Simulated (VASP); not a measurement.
# CsSnI3 (Pm-3m) in VASP: further runs, part 2 of 2

VASP 6.6.1. Earlier steps stand in the parts before.

## (4) Single point, BLYP

Input file INCAR:

```
SYSTEM = CsSnI3
PREC = Accurate ; ENCUT = 520
EDIFF = 1E-6 ; ISMEAR = -1
SIGMA = 0.05 ; LREAL = .FALSE.
LASPH = .TRUE. ; NELM = 80
ALGO = Normal ; ISIF = 2
LWAVE = .FALSE. ; LCHARG = .FALSE.
GGA = B5 ; ALDAX = 1.0
AGGAX = 1.0 ; AGGAC = 1.0
ALDAC = 0.0 ; NBANDS = 30
```

Input file KPOINTS:

```
Automatic mesh
0
G
  5 5 5
  0 0 0
```

Input file POSCAR:

```
CsSnI3
1.0
    6.2057000000      0.0000000000      0.0000000000
    0.0000000000      6.2057000000      0.0000000000
    0.0000000000      0.0000000000      6.2057000000
Cs I Sn
1 3 1
Direct
    0.0000000000      0.0000000000      0.0000000000
    0.5000000000      0.5000000000      0.0000000000
    0.5000000000      0.0000000000      0.5000000000
    0.0000000000      0.5000000000      0.5000000000
    0.5000000000      0.5000000000      0.5000000000
```

Potentials or basis: VASP PAW PBE potentials, release 64 (Cs_sv, I, Sn_d).

Run with:

```
> cat potpaw_PBE.64/Cs_sv/POTCAR potpaw_PBE.64/I/POTCAR potpaw_PBE.64/Sn_d/POTCAR > POTCAR
> mpirun -np 1 vasp_std > vasp.out
```

OUTCAR:

```text
SYSTEM = CsSnI3
   PREC = Accurate
   ENCUT = 520
   EDIFF = 1E-6
   ISMEAR = -1
   LREAL = .FALSE.
   LASPH = .TRUE.
   NELM = 80
   ISIF = 2
   GGA = B5

 ion  position               nearest neighbor table
   1  0.000  0.000  0.000-
   2  0.500  0.500  0.000-   5 3.10   5 3.10
   3  0.500  0.000  0.500-   5 3.10   5 3.10
   4  0.000  0.500  0.500-   5 3.10   5 3.10
   5  0.500  0.500  0.500-   2 3.10   3 3.10   4 3.10   2 3.10   3 3.10   4 3.10

  LATTYP: Found a simple cubic cell.
 ALAT       =     6.2057000000

  Lattice vectors:

 A1 = (   6.2057000000,   0.0000000000,   0.0000000000)
 A2 = (   0.0000000000,   6.2057000000,   0.0000000000)
 A3 = (   0.0000000000,   0.0000000000,   6.2057000000)

Analysis of symmetry for initial positions (statically):
=====================================================================
 Subroutine PRICEL returns:
[... 158 lines left out ...]
  free energy    TOTEN  =       -12.14115303 eV

  energy without entropy =      -12.14115302  energy(sigma->0) =      -12.14115303

 E-fermi :   3.2175     XC(G=0):  -7.1100

 val. band max:        2.3295784098   @ k =   0.4000   0.4000   0.4000
 cond. band min:       4.1416567614   @ k =   0.4000   0.4000   0.4000
 fundamental gap:      1.8120783516
 Fermi energy:         3.2174734912

 k-point     1 :       0.0000    0.0000    0.0000
  band No.  band energies     occupation
      1     -19.0933      2.00000
      2     -18.8276      2.00000
      3     -18.8276      2.00000
      4     -18.8012      2.00000
      5     -18.8012      2.00000
      6     -18.8012      2.00000
[... 319 lines left out ...]
     29       7.3404      0.00000
     30       8.2762      0.00000

------------------------ aborting loop because EDIFF is reached ----------------------------------------

  FORCE on cell =-STRESS in cart. coord.  units (eV):
  Direction    XX          YY          ZZ          XY          YZ          ZX
  --------------------------------------------------------------------------------------
  -------------------------------------------------------------------------------------
  Total        3.0274856      3.0274856      3.0274856      0.0000000     -0.0000000     -0.0000000
  in kB       20.2964622     20.2964622     20.2964622      0.0000000     -0.0000000     -0.0000000
  external PRESSURE =      20.2964622 kB  Pullay stress =       0.0000000 kB

 VOLUME and BASIS-vectors are now :
 -----------------------------------------------------------------------------
  energy-cutoff  :      520.00
  volume of cell :      238.99
      direct lattice vectors                 reciprocal lattice vectors
     6.205700000  0.000000000  0.000000000     0.161142176  0.000000000  0.000000000
     0.000000000  6.205700000  0.000000000     0.000000000  0.161142176  0.000000000
     0.000000000  0.000000000  6.205700000     0.000000000  0.000000000  0.161142176

 POSITION                                       TOTAL-FORCE (eV/Angst)
 -----------------------------------------------------------------------------------
      0.00000      0.00000      0.00000         0.000000      0.000000      0.000000
      3.10285      3.10285      0.00000         0.000000      0.000000      0.000000
      3.10285      0.00000      3.10285         0.000000      0.000000      0.000000
      0.00000      3.10285      3.10285         0.000000      0.000000      0.000000
      3.10285      3.10285      3.10285         0.000000      0.000000      0.000000
 -----------------------------------------------------------------------------------
    total drift:                                0.000000     -0.000000     -0.000000

  FREE ENERGIE OF THE ION-ELECTRON SYSTEM (eV)
  ---------------------------------------------------
  free  energy   TOTEN  =       -12.1411530296 eV

  energy  without entropy=      -12.1411530248  energy(sigma->0) =      -12.14115303
```

OSZICAR:

```text
N       E                     dE             d eps       ncg     rms          rms(c)
DAV:   1     0.350936876143E+03    0.35094E+03   -0.18166E+04   600   0.134E+03
DAV:   2     0.332995506899E+02   -0.31764E+03   -0.30372E+03   678   0.280E+02
DAV:   3    -0.106119007529E+02   -0.43911E+02   -0.43537E+02   710   0.118E+02
DAV:   4    -0.124106419461E+02   -0.17987E+01   -0.17939E+01   768   0.271E+01
DAV:   5    -0.124699241522E+02   -0.59282E-01   -0.59275E-01   894   0.477E+00    0.398E+00
DAV:   6    -0.121687465301E+02    0.30118E+00   -0.49061E-01   788   0.375E+00    0.263E+00
DAV:   7    -0.121389484510E+02    0.29798E-01   -0.29699E-01   752   0.221E+00    0.107E+00
DAV:   8    -0.121414320736E+02   -0.24836E-02   -0.40068E-02   746   0.133E+00    0.283E-01
DAV:   9    -0.121410015005E+02    0.43057E-03   -0.40818E-03   798   0.463E-01    0.118E-01
DAV:  10    -0.121411265953E+02   -0.12509E-03   -0.54699E-04   764   0.119E-01    0.543E-02
DAV:  11    -0.121411533149E+02   -0.26720E-04   -0.18709E-04   814   0.944E-02    0.243E-02
DAV:  12    -0.121411540164E+02   -0.70142E-06   -0.22825E-05   786   0.283E-02    0.214E-02
DAV:  13    -0.121411530296E+02    0.98679E-06   -0.10064E-06   526   0.714E-03
   1 F= -.12141153E+02 E0= -.12141153E+02  d E =-.477090E-08
```

stdout:

```text
POSCAR found type information on POSCAR CsI Sn
 POSCAR found :  3 types and       5 ions
 scaLAPACK will be used
 -----------------------------------------------------------------------------
|                                                                             |
|                                                                             |
|     You enforced a specific xc type in the INCAR file but a different       |
|     I HOPE YOU KNOW WHAT YOU ARE DOING!                                     |
|                                                                             |
 -----------------------------------------------------------------------------

 LDA part: xc-table for (Slater(with rela. corr.)+VWN5), standard interpolation
 POSCAR, INCAR and KPOINTS ok, starting setup
 FFT: planning ... GRIDC
 FFT: planning ... GRID_SOFT
 FFT: planning ... GRID
 WAVECAR not read
 entering main loop
```

Wall time 1.7 min (1 thread of Intel Xeon Platinum 8488C (Sapphire Rapids), shared host); peak memory 0.35 GiB.

What came out:

```
Free energy            : -12.1412 eV
Pressure               : 2.0 GPa
Band gap on the k mesh : 1.81 eV, direct
```

Caveat: the PAW data sets were made with another functional, which shifts forces and pressure a little; spin-orbit coupling is left out, which moves the levels of the heavy elements. A k mesh can miss the band edges.

## (5) Single point, r2SCAN

POSCAR is that of step 4.

Input file INCAR.step1:

```
SYSTEM = CsSnI3
ALGO = Normal
EDIFF = 1E-4
ENCUT = 520
GGA = PE
ISMEAR = -1
LASPH = .TRUE.
LCHARG = .FALSE.
LREAL = .FALSE.
LWAVE = .TRUE.
NBANDS = 30
NELM = 80
PREC = Accurate
SIGMA = 0.05
```

Input file INCAR.step2:

```
SYSTEM = CsSnI3
ALGO = Normal
EDIFF = 1E-6
ENCUT = 520
ISIF = 2
ISMEAR = -1
ISTART = 1
LASPH = .TRUE.
LCHARG = .FALSE.
LMIXTAU = .TRUE.
LREAL = .FALSE.
LWAVE = .FALSE.
METAGGA = R2SCAN
NBANDS = 30
NELM = 80
PREC = Accurate
SIGMA = 0.05
```

Input file KPOINTS:

```
k-points
0
G
  5 5 5
  0 0 0
```

Run with:

```
> cat potpaw_PBE.64/Cs_sv/POTCAR potpaw_PBE.64/I/POTCAR potpaw_PBE.64/Sn_d/POTCAR > POTCAR
> cp INCAR.step1 INCAR
> mpirun -np 1 vasp_std > vasp.out
> cp INCAR.step2 INCAR
> mpirun -np 1 vasp_std > vasp.out
```

Wall time 3.8 min (1 thread of Intel Xeon Platinum 8488C (Sapphire Rapids), shared host); peak memory 0.39 GiB.

It converged, with:

```
Free energy            : -128.7262 eV
Pressure               : 0.0 GPa
Band gap on the k mesh : 1.87 eV, direct
```

Levels at points of the mesh, in eV from the valence-band top:
| k point | band 18 | band 19 | band 20 | band 21 | band 22 | band 23 | band 24 | band 25 | band 26 | band 27 |
| --- | --- | --- | --- | --- | --- | --- | --- | --- | --- | --- |
| (0.00, 0.00, 0.00) | -1.71 | -1.71 | -1.55 | -1.55 | -1.55 | 3.43 | 4.21 | 4.21 | 4.61 | 4.61 |

Caveat: the PAW data sets were made with another functional, which shifts forces and pressure a little; spin-orbit coupling is left out, which moves the levels of the heavy elements. A k mesh can miss the band edges.

## (6) Overview

| level | gap on the mesh (eV) | pressure (GPa) |
| --- | --- | --- |
| RPBE | 1.75 | 1.6 |
| revPBE | 1.75 | 1.4 |
| BLYP | 1.81 | 2.0 |
| r2SCAN | 1.87 | 0.0 |

Alike in all rows: task single point; potentials or basis VASP PAW PBE potentials, release 64 (Cs_sv, I, Sn_d); no spin polarisation; cell as given; k mesh 5 × 5 × 5; cutoff (eV) 520; smearing fermi-dirac 0.05 eV.

On the cell as given the gap runs from 1.75 eV (revPBE) to 1.87 eV (r2SCAN). The pressure there spans 0.0 GPa (r2SCAN) to 2.0 GPa (BLYP); a positive pressure means that this level wants a larger cell, a negative one a smaller.

Caveats: the PAW data sets were made with another functional, which shifts forces and pressure a little; spin-orbit coupling is left out, which moves the levels of the heavy elements.

Total energies depend on the potentials used, so only differences within one code and one set of settings carry meaning.
